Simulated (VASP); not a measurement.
The system is Ga2Te2S.

```
CELL_PARAMETERS angstrom
5.00309 0.00000 0.00000
0.00000 5.00309 0.00000
0.00000 0.00000 6.20541
ATOMIC_POSITIONS crystal
Ga 0.50000 0.00000 0.00000
Ga 0.00000 0.50000 0.00000
Te 0.00000 0.00000 0.25766
Te 0.00000 0.00000 0.74234
S 0.50000 0.50000 0.00000
```

The cell was generated, and may not be a known phase.

```yaml
Program: VASP 6.6.1
Task: relaxation of cell and atoms
Functional: PBE
Potentials_or_basis: VASP PAW PBE potentials, release 64 (Ga_d, Te, S)
Cutoff: 600 eV
k_mesh: 8 × 8 × 6
Occupations: gaussian, width 0.1 eV
Spin: no spin polarisation
```

At the start: pressure 0.3 GPa; volume 31.07 Å³/atom.

**Question.** How do energy, volume and symmetry change on relaxing?

**Answer.** Over 11 steps the energy falls by 11.8 meV/atom and the volume is 31.27 Å³/atom (+0.7 %); space group P4/mmm (No. 123, to 0.1 Å) before and after.

The path:
| step | energy change (eV) | largest force (eV/Å) | pressure (GPa) | volume (Å³) |
| --- | --- | --- | --- | --- |
| 1 | 0.0000 | 0.1045 | 0.34 | 155.33 |
| 2 | -0.0215 | 0.0149 | -0.13 | 156.78 |
| 3 | -0.0385 | 0.1290 | -0.87 | 159.46 |
| 4 | -0.0524 | 0.1251 | -0.57 | 158.12 |
| 5 | -0.0566 | 0.1214 | -0.28 | 157.10 |
| 6 | -0.0566 | 0.1211 | -0.25 | 157.03 |
| 7 | -0.0582 | 0.0716 | -0.08 | 156.45 |
| 8 | -0.0585 | 0.0411 | 0.01 | 156.10 |
| 9 | -0.0585 | 0.0381 | 0.03 | 156.07 |
| 10 | -0.0586 | 0.0274 | 0.02 | 156.15 |
| 11 | -0.0588 | 0.0004 | 0.00 | 156.34 |

Final structure:
```
Ga Te S
1.0
     4.89118    0.00000    0.00000
     0.00000    4.89118    0.00000
     0.00000    0.00000    6.53511
Ga Te S
2 2 1
Direct
  0.50000 0.00000 0.00000
  0.00000 0.50000 0.00000
  0.00000 0.00000 0.25809
  0.00000 0.00000 0.74191
  0.50000 0.50000 0.00000
```
